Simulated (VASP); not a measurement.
# MgS (l) (F-43m) in VASP: further runs

MgS (l) is run at these levels: LDA; tasks: single point, relaxation of cell and atoms.

All numbers are computed with VASP 6.6.1; they aren't measurements. Logs are shortened: lines on timing, memory, paths and dates and some standing lists are left out, and cuts for length are marked.

## 1. The cell of the first run

Symmetry: F-43m, No. 216, cubic system. Conventional cell: a = 5.666 Å, b = 5.666 Å, c = 5.666 Å, α = 90.00°, β = 90.00°, γ = 90.00°. Mg (site symmetry -43m) has 4 S at 2.45 Å within 3.2 Å. S (site symmetry -43m) has 4 Mg at 2.45 Å within 3.2 Å.

## 2. Single point, LDA

INCAR reads:

```
PREC     = Accurate       # precision mode
ENCUT    = 600            # plane-wave cutoff, eV
EDIFF    = 1E-6           # SCF threshold, eV
ISMEAR   = 0              # smearing method
SIGMA    = 0.1            # smearing width, eV
LREAL    = F              # projectors in reciprocal space
LASPH    = T              # aspherical terms in the spheres
NELM     = 120            # most SCF steps
ALGO     = Normal         # electronic algorithm
ISIF     = 2              # what is computed and relaxed
LWAVE    = F              # write WAVECAR
LCHARG   = T              # write CHGCAR
LELF     = T              # ELF
LVHAR    = T            
NBANDS   = 11             # bands
GGA_COMPAT= F
```

KPOINTS reads:

```
Automatic mesh
0
Gamma
  6 6 6
```

POSCAR reads:

```
MgS
1.0
    0.0000000000      2.8331200500      2.8331200500
    2.8331200500      0.0000000000      2.8331200500
    2.8331200500      2.8331200500      0.0000000000
Mg S
1 1
Direct
    0.0000000000      0.0000000000      0.0000000000
    0.2500000000      0.2500000000      0.2500000000
```

Potentials or basis: VASP PAW LDA potentials, release 64 (Mg, S).

The run is started by

```
$ cat potpaw_LDA.64/Mg/POTCAR potpaw_LDA.64/S/POTCAR > POTCAR
$ mpirun -np 1 vasp_std > vasp.out
```

OUTCAR:

```text
PREC = Accurate
   ENCUT = 600
   EDIFF = 1E-6
   ISMEAR = 0
   LREAL = F
   LASPH = T
   NELM = 120
   ISIF = 2

 ion  position               nearest neighbor table
   1  0.000  0.000  0.000-   2 2.45   2 2.45   2 2.45   2 2.45
   2  0.250  0.250  0.250-   1 2.45   1 2.45   1 2.45   1 2.45

  LATTYP: Found a face centered cubic cell.
 ALAT       =     5.6662401000

  Lattice vectors:

 A1 = (   0.0000000000,   2.8331200500,   2.8331200500)
 A2 = (   2.8331200500,   0.0000000000,   2.8331200500)
 A3 = (   2.8331200500,   2.8331200500,   0.0000000000)

Analysis of symmetry for initial positions (statically):
=====================================================================
 Subroutine PRICEL returns:
 Original cell was already a primitive cell.

 Routine SETGRP: Setting up the symmetry group for a
 face centered cubic supercell.

 Subroutine GETGRP returns: Found 24 space group operations
 (whereof 24 operations were pure point group operations)
 out of a pool of 48 trial point group operations.

The static configuration has the point symmetry T_d .

Analysis of symmetry for dynamics (positions and initial velocities):
=====================================================================
 Subroutine PRICEL returns:
 Original cell was already a primitive cell.

 Routine SETGRP: Setting up the symmetry group for a
 face centered cubic supercell.

 Subroutine GETGRP returns: Found 24 space group operations
 (whereof 24 operations were pure point group operations)
 out of a pool of 48 trial point group operations.

The dynamic configuration has the point symmetry T_d .

 Subroutine INISYM returns: Found 24 space group operations
 (whereof 24 operations are pure point group operations),
 and found     1 'primitive' translations

----------------------------------------------------------------------------------------

                                     Primitive cell

  volume of cell :      45.4805

  direct lattice vectors                    reciprocal lattice vectors
     0.000000000  2.833120050  2.833120050    -0.176483873  0.176483873  0.176483873
     2.833120050  0.000000000  2.833120050     0.176483873 -0.176483873  0.176483873
     2.833120050  2.833120050  0.000000000     0.176483873  0.176483873 -0.176483873

  length of vectors
     4.006636799  4.006636799  4.006636799     0.305679035  0.305679035  0.305679035

  position of ions in fractional coordinates (direct lattice)
     0.000000000  0.000000000  0.000000000
     0.250000000  0.250000000  0.250000000

  ion indices of the primitive-cell ions
   primitive index   ion index
                 1           1
                 2           2

----------------------------------------------------------------------------------------

 KPOINTS: Automatic mesh

Automatic generation of k-mesh.
 Grid dimensions read from file:
 generate k-points for:    6    6    6

 Generating k-lattice:

  Cartesian coordinates                     Fractional coordinates (reciprocal lattice)
    -0.029413979  0.029413979  0.029413979     0.166666667  0.000000000  0.000000000
     0.029413979 -0.029413979  0.029413979     0.000000000  0.166666667  0.000000000
     0.029413979  0.029413979 -0.029413979     0.000000000  0.000000000  0.166666667

  Length of vectors
     0.050946506  0.050946506  0.050946506

  Shift w.r.t. Gamma in fractional coordinates (k-lattice)
     0.000000000  0.000000000  0.000000000

 Subroutine IBZKPT returns following result:
 ===========================================

 Found     16 irreducible k-points:

 Following reciprocal coordinates:
            Coordinates               Weight
  0.000000  0.000000  0.000000      1.000000
  0.166667  0.000000  0.000000      8.000000
  0.333333  0.000000  0.000000      8.000000
  0.500000  0.000000  0.000000      4.000000
  0.166667  0.166667  0.000000      6.000000
  0.333333  0.166667  0.000000     24.000000
[... 8 lines left out ...]
 -0.333333  0.333333  0.166667     24.000000
 -0.333333  0.500000  0.166667     12.000000
   k-points           NKPTS =     16   k-points in BZ     NKDIM =     16   number of bands    NBANDS=     11
   number of dos      NEDOS =    301   number of ions     NIONS =      2
   total plane-waves  NPLWV =  32768
   dimension x,y,z NGX =    32 NGY =   32 NGZ =   32
   dimension x,y,z NGXF=    64 NGYF=   64 NGZF=   64
   ions per type =               1   1
   NGX,Y,Z   is equivalent  to a cutoff of  13.28, 13.28, 13.28 a.u.
   NGXF,Y,Z  is equivalent  to a cutoff of  26.56, 26.56, 26.56 a.u.
 SYSTEM =  unknown system
   PREC   = accura    normal or accurate (medium, high low for compatibility)
   ISTART =      0    job   : 0-new  1-cont  2-samecut
   ICHARG =      2    charge: 1-file 2-atom 10-const
   ISPIN  =      1    spin polarized calculation?
   LNONCOLLINEAR =      F non collinear calculations
   LSORBIT =      F    spin-orbit coupling
   LASPH  =      T    aspherical Exc in radial PAW
   ENCUT  =  600.0 eV  44.10 Ry    6.64 a.u.   8.00  8.00  8.00*2*pi/ulx,y,z
   NELM   =    120;   NELMIN=  2; NELMDL= -5     # of ELM steps
   EDIFF  = 0.1E-05   stopping-criterion for ELM
   LREAL  =      F    real-space projection
   EDIFFG = 0.1E-04   stopping-criterion for IOM
   NSW    =      0    number of steps for IOM
   IBRION =     -1    ionic relax: 0-MD 1-quasi-New 2-CG
   NFREE  =      0    steps in history (QN), initial steepest desc. (CG)
   ISIF   =      2    stress and relaxation
   ISYM   =      2    0-nonsym 1-usesym 2-fastsym
   POTIM  = 0.5000    time-step for ionic-motion
   TEBEG  =    0.0;   TEEND  =   0.0 temperature during run
   PSTRESS=    0.0 pullay stress
   NELECT =       8.0000    total number of electrons
   NUPDOWN=      -1.0000    fix difference up-down
   EMIN   =  10.00;   EMAX   =-10.00  energy-range for DOS
   EFERMI =   0.00;   METHOD = LEGACY
   ISMEAR =     0;   SIGMA  =   0.10  broadening in eV -4-tet -1-fermi 0-gaus
   EFERMI_NEDOS =   21; number of points for ismear=-14 and -15
   IALGO  =     38    algorithm
   IMIX   =      4    mixing-type and parameters
     AMIX     =   0.40;   BMIX     =  1.00
     AMIX_MAG =   1.60;   BMIX_MAG =  1.00
  volume/ion in A,a.u.               =      22.74       153.46
  Fermi-wavevector in a.u.,A,eV,Ry     =   0.917269  1.733386 11.447692  0.841382
  Thomas-Fermi vector in A             =   2.042218
   LORBIT       =      0    0 simple, 1 ext, 2 COOP (PROOUT), +10 PAW based schemes
   GGA     = CA    functional components
   LHFCALC =     F    Hartree Fock is set to
   AEXX    =    0.0000 exact exchange contribution
   IVDW    =     0    specifies the selected vdW correction
   LEPSILON=     F    determine dielectric tensor
   LRPA    =     F    only Hartree local field effects (RPA)
 non-spin polarized calculation
 Gauss-broadening in eV      SIGMA  =   0.10
  energy-cutoff  :      600.00
  volume of cell :       45.48
 maximum number of plane-waves:      1527
   NGX = 17   NGY = 17   NGZ = 17

 number of electron       8.0000000 magnetization

 Free energy of the ion-electron system (eV)
  ---------------------------------------------------
  ext. energy  EPLUGINS =         0.00000000
  ---------------------------------------------------
  free energy    TOTEN  =        -9.37781541 eV

  energy without entropy =       -9.37781541  energy(sigma->0) =       -9.37781541

 E-fermi :   1.3434     XC(G=0):  -8.7524

 val. band max:        0.8799897588   @ k =   0.0000   0.0000   0.0000
 cond. band min:       4.0628231543   @ k =   0.0000   0.0000   0.0000
 fundamental gap:      3.1828333956
 Fermi energy:         1.3433610875

 k-point     1 :       0.0000    0.0000    0.0000
  band No.  band energies     occupation
      1     -10.3501      2.00000
      2       0.8800      2.00000
      3       0.8800      2.00000
      4       0.8800      2.00000
      5       4.0628      0.00000
      6       8.6401      0.00000
      7       8.6401      0.00000
      8       8.6401      0.00000
      9      11.6161      0.00000
     10      11.6161      0.00000
     11      14.2140      0.00000

 k-point     2 :       0.1667    0.0000    0.0000
  band No.  band energies     occupation
      1     -10.1957      2.00000
      2      -0.2304      2.00000
      3       0.7882      2.00000
      4       0.7882      2.00000
      5       5.0892      0.00000
      6       8.3737      0.00000
      7       8.8930      0.00000
      8       8.8930      0.00000
      9      10.9911      0.00000
     10      10.9911      0.00000
     11      13.3541      0.00000

 k-point     3 :       0.3333    0.0000    0.0000
  band No.  band energies     occupation
      1      -9.8496      2.00000
      2      -1.7073      2.00000
      3       0.6221      2.00000
      4       0.6221      2.00000
      5       5.7685      0.00000
      6       8.6236      0.00000
      7       8.6236      0.00000
      8       8.8246      0.00000
      9      11.9328      0.00000
     10      11.9328      0.00000
     11      12.6984      0.00000

 k-point     4 :       0.5000    0.0000    0.0000
  band No.  band energies     occupation
      1      -9.6521      2.00000
      2      -2.3248      2.00000
      3       0.5464      2.00000
      4       0.5464      2.00000
      5       5.7404      0.00000
      6       8.3364      0.00000
      7       8.3364      0.00000
      8       9.2395      0.00000
      9      13.4232      0.00000
     10      13.9929      0.00000
     11      13.9929      0.00000

 k-point     5 :       0.1667    0.1667    0.0000
  band No.  band energies     occupation
      1     -10.1446      2.00000
      2      -0.2076      2.00000
      3       0.5713      2.00000
      4       0.5713      2.00000
      5       5.4296      0.00000
      6       7.7588      0.00000
      7       9.3712      0.00000
      8       9.3712      0.00000
      9       9.5326      0.00000
     10      12.0874      0.00000
     11      15.3194      0.00000
[... 99 lines left out ...]
 k-point    13 :       0.5000    0.5000    0.0000
  band No.  band energies     occupation
      1      -9.4268      2.00000
      2      -1.9987      2.00000
      3      -0.1755      2.00000
      4      -0.1755      2.00000
      5       4.5395      0.00000
      6       6.3066      0.00000
      7      11.7441      0.00000
      8      12.8677      0.00000
      9      12.8677      0.00000
     10      14.7069      0.00000
     11      14.7175      0.00000

 k-point    14 :       0.5000    0.3333    0.1667
  band No.  band energies     occupation
      1      -9.6133      2.00000
      2      -1.6251      2.00000
      3      -0.4672      2.00000
      4       0.1679      2.00000
      5       6.3645      0.00000
      6       7.7378      0.00000
      7       8.1740      0.00000
      8      10.4956      0.00000
      9      11.3665      0.00000
     10      14.1890      0.00000
     11      15.0857      0.00000

 k-point    15 :      -0.3333    0.3333    0.1667
  band No.  band energies     occupation
      1      -9.4794      2.00000
      2      -1.7285      2.00000
      3      -0.8285      2.00000
      4      -0.0398      2.00000
      5       6.4520      0.00000
      6       7.6896      0.00000
      7       9.0995      0.00000
      8       9.9870      0.00000
      9      11.8679      0.00000
     10      13.6941      0.00000
     11      15.0260      0.00000

 k-point    16 :      -0.3333    0.5000    0.1667
  band No.  band energies     occupation
      1      -9.4200      2.00000
      2      -1.6880      2.00000
      3      -0.7163      2.00000
      4      -0.4160      2.00000
      5       5.6584      0.00000
      6       7.5192      0.00000
      7      10.0446      0.00000
      8      10.0688      0.00000
      9      13.0997      0.00000
     10      14.5034      0.00000
     11      14.6653      0.00000

------------------------ aborting loop because EDIFF is reached ----------------------------------------

  FORCE on cell =-STRESS in cart. coord.  units (eV):
  Direction    XX          YY          ZZ          XY          YZ          ZX
  --------------------------------------------------------------------------------------
  -------------------------------------------------------------------------------------
  Total       -0.7115575     -0.7115575     -0.7115575      0.0000000      0.0000000      0.0000000
  in kB      -25.0666137    -25.0666137    -25.0666137      0.0000000      0.0000000      0.0000000
  external PRESSURE =     -25.0666137 kB  Pullay stress =       0.0000000 kB

 VOLUME and BASIS-vectors are now :
 -----------------------------------------------------------------------------
  energy-cutoff  :      600.00
  volume of cell :       45.48
      direct lattice vectors                 reciprocal lattice vectors
     0.000000000  2.833120050  2.833120050    -0.176483873  0.176483873  0.176483873
     2.833120050  0.000000000  2.833120050     0.176483873 -0.176483873  0.176483873
     2.833120050  2.833120050  0.000000000     0.176483873  0.176483873 -0.176483873

 POSITION                                       TOTAL-FORCE (eV/Angst)
 -----------------------------------------------------------------------------------
      0.00000      0.00000      0.00000         0.000000      0.000000      0.000000
      1.41656      1.41656      1.41656        -0.000000     -0.000000     -0.000000
 -----------------------------------------------------------------------------------
    total drift:                                0.000000      0.000000      0.000000

  FREE ENERGIE OF THE ION-ELECTRON SYSTEM (eV)
  ---------------------------------------------------
  free  energy   TOTEN  =        -9.3778154140 eV

  energy  without entropy=       -9.3778154140  energy(sigma->0) =       -9.37781541
```

Wall time 8.1 s (1 thread of Intel Xeon 8259CL, shared host); peak memory 0.15 GiB.

Results:

```
Free energy            : -9.3778 eV
Pressure               : -2.5 GPa
Band gap on the k mesh : 3.18 eV, direct
```

## 3. Single point, LDA

This run uses another cell than the first one, of 21.88 Å³/atom, 0.962 times its volume.

INCAR reads:

```
SYSTEM = MgS
ALGO = Normal
EDIFF = 1E-6
ENCUT = 600
GGA = CA
GGA_COMPAT = .False.
ISIF = 2
ISMEAR = 0
LASPH = .True.
LCHARG = .True.
LELF = .True.
LREAL = .False.
LVHAR = .True.
LWAVE = .False.
NBANDS = 11
NELM = 120
PREC = Accurate
SIGMA = 0.02
```

KPOINTS reads:

```
k-points
0
Gamma
  8 8 8
  0 0 0
```

POSCAR reads:

```
MgS
1.0
    0.0000000000      2.7969341655      2.7969341655
    2.7969341655      0.0000000000      2.7969341655
    2.7969341655      2.7969341655      0.0000000000
Mg S
1 1
Direct
    0.0000000000      0.0000000000      0.0000000000
    0.2500000000      0.2500000000      0.2500000000
```

Potentials or basis: VASP PAW LDA potentials, release 64 (Mg, S).

The run is started by

```
$ cat potpaw_LDA.64/Mg/POTCAR potpaw_LDA.64/S/POTCAR > POTCAR
$ mpirun -np 1 vasp_std > vasp.out
```

It took 13 s on 1 thread of Intel Xeon 8259CL, shared host; peak memory 0.16 GiB.

Results (log left out):

```yaml
Free_energy: -9.3939 eV
Pressure: -0.3 GPa
Band_gap_on_the_k_mesh: 3.38 eV, direct
```

Levels at points of the mesh, in eV from the valence-band top:
```tsv
k point	band 1	band 2	band 3	band 4	band 5	band 6	band 7	band 8	band 9
(0.00, 0.00, 0.00)	-11.36	0.00	0.00	0.00	3.38	7.86	7.86	7.86	10.82
(0.50, 0.00, 0.00)	-10.60	-3.34	-0.35	-0.35	5.00	7.51	7.51	8.54	12.84
(0.50, 0.50, 0.00)	-10.36	-2.99	-1.10	-1.10	3.63	5.48	11.24	12.30	12.30
```

## 4. Single point, LDA

This run uses another cell than the first one, of 21.88 Å³/atom, 0.962 times its volume.

INCAR reads:

```
PREC = Accurate ; ENCUT = 600
EDIFF = 1E-6 ; ISMEAR = 0
SIGMA = 0.02 ; LREAL = F
LASPH = T ; NELM = 120
ALGO = Normal ; ISIF = 2
LWAVE = F ; LCHARG = F
GGA = CA ; NBANDS = 11
GGA_COMPAT = F
```

KPOINTS reads:

```
regular mesh
0
Gamma
  8 8 8
```

POSCAR is that of step 3.

The run is started by

```
$ cat potpaw_LDA.64/Mg/POTCAR potpaw_LDA.64/S/POTCAR > POTCAR
$ mpirun -np 1 vasp_std > vasp.out
```

It took 13 s on 1 thread of Intel Xeon 8259CL, shared host; peak memory 0.16 GiB.

The run converged. Its results:

| Quantity | Value |
| --- | --- |
| Free energy | -9.3939 eV |
| Pressure | -0.3 GPa |
| Band gap on the k mesh | 3.38 eV, direct |

Levels at points of the mesh, in eV from the valence-band top:
| k point | band 1 | band 2 | band 3 | band 4 | band 5 | band 6 | band 7 | band 8 | band 9 |
| --- | --- | --- | --- | --- | --- | --- | --- | --- | --- |
| (0.00, 0.00, 0.00) | -11.36 | 0.00 | 0.00 | 0.00 | 3.38 | 7.86 | 7.86 | 7.86 | 10.82 |
| (0.50, 0.00, 0.00) | -10.60 | -3.34 | -0.35 | -0.35 | 5.00 | 7.51 | 7.51 | 8.54 | 12.84 |
| (0.50, 0.50, 0.00) | -10.36 | -2.99 | -1.10 | -1.10 | 3.63 | 5.48 | 11.24 | 12.30 | 12.30 |

A k mesh can miss the band edges. As with any semilocal functional, this LDA gap is likely too small.

## 5. Relaxation of cell and atoms, LDA

INCAR reads:

```
SYSTEM = MgS
ALGO     = Normal         ! electronic algorithm
EDIFF    = 1E-7           ! SCF threshold, eV
EDIFFG   = -0.002         ! ionic threshold
ENCUT    = 600            ! plane-wave cutoff, eV
GGA      = CA             ! functional
GGA_COMPAT= .FALSE.      
IBRION   = 2              ! ionic algorithm
ISIF     = 3              ! what is computed and relaxed
ISMEAR   = 0              ! smearing method
LASPH    = .TRUE.         ! aspherical terms in the spheres
LCHARG   = .FALSE.        ! write CHGCAR
LREAL    = .FALSE.        ! projectors in reciprocal space
LWAVE    = .FALSE.        ! write WAVECAR
NELM     = 120            ! most SCF steps
NELMIN   = 4            
NSW      = 100            ! ionic steps
PREC     = Accurate       ! precision mode
SIGMA    = 0.02           ! smearing width, eV
```

KPOINTS reads:

```
k-points
0
G
  8 8 8
  0 0 0
```

POSCAR reads:

```
MgS
1.0
    0.0000000000      2.8331200500      2.8331200500
    2.8331200500      0.0000000000      2.8331200500
    2.8331200500      2.8331200500      0.0000000000
Mg S
1 1
Direct
    0.0000000000      0.0000000000      0.0000000000
    0.2500000000      0.2500000000      0.2500000000
```

The run is started by

```
$ cat potpaw_LDA.64/Mg/POTCAR potpaw_LDA.64/S/POTCAR > POTCAR
$ mpirun -np 1 vasp_std > vasp.out
```

Wall time 25 s (1 thread of Intel Xeon 8259CL, shared host); peak memory 0.17 GiB.

Results (log left out):

* Free energy: -9.3942 eV
* Relaxed volume: 21.77 Å³/atom
* Relaxed cell: a = 3.949 Å, b = 3.949 Å, c = 3.949 Å, α = 60.00°, β = 60.00°, γ = 60.00°
* Space group after relaxing (to 0.05 Å): F-43m (No. 216)
* Energy gained by relaxing: 7.9 meV/atom
* Ionic steps: 3
* Pressure after relaxing: 0.0 GPa
* Band gap on the k mesh: 3.40 eV, direct

The path:
```tsv
step	energy change (eV)	largest force (eV/Å)	pressure (GPa)	volume (Å³)
1	0.0000	0.0000	-2.50	45.48
2	-0.0151	0.0000	0.53	43.18
3	-0.0157	0.0000	0.00	43.54
```

Final structure:
```xyz
2
Lattice="0.0000 2.7922 2.7922 2.7922 0.0000 2.7922 2.7922 2.7922 0.0000" Properties=species:S:1:pos:R:3 pbc="T T T"
Mg    0.0000    0.0000    0.0000
S     1.3961    1.3961    1.3961
```

Levels at points of the mesh, in eV from the valence-band top:
```
           k point  band 1  band 2  band 3  band 4  band 5  band 6  band 7  band 8
(0.00, 0.00, 0.00)  -11.38    0.00    0.00    0.00    3.40    7.87    7.87    7.87
(0.50, 0.00, 0.00)  -10.61   -3.36   -0.35   -0.35    5.02    7.52    7.52    8.57
(0.50, 0.50, 0.00)  -10.36   -3.00   -1.11   -1.11    3.62    5.48   11.29   12.34
```

A k mesh can miss the band edges.

## 6. The runs side by side

| task | cell | k mesh | smearing | gap on the mesh (eV) | pressure (GPa) |
| --- | --- | --- | --- | --- | --- |
| single point | a = 4.007 Å, angles 60.0°, 2 atoms | 6 × 6 × 6 | gaussian 0.1 eV | 3.18 | -2.5 |
| single point | a = 3.955 Å, angles 60.0°, 2 atoms | 8 × 8 × 8 | gaussian 0.02 eV | 3.38 | -0.3 |
| relaxation of cell and atoms | relaxed from a = 4.007 Å, angles 60.0°, 2 atoms | 8 × 8 × 8 | gaussian 0.02 eV | 3.40 | 0.0 |

Alike in all rows: level LDA; potentials or basis VASP PAW LDA potentials, release 64 (Mg, S); no spin polarisation; cutoff (eV) 600.

Absolute energies hang on the potentials; compare differences alone.
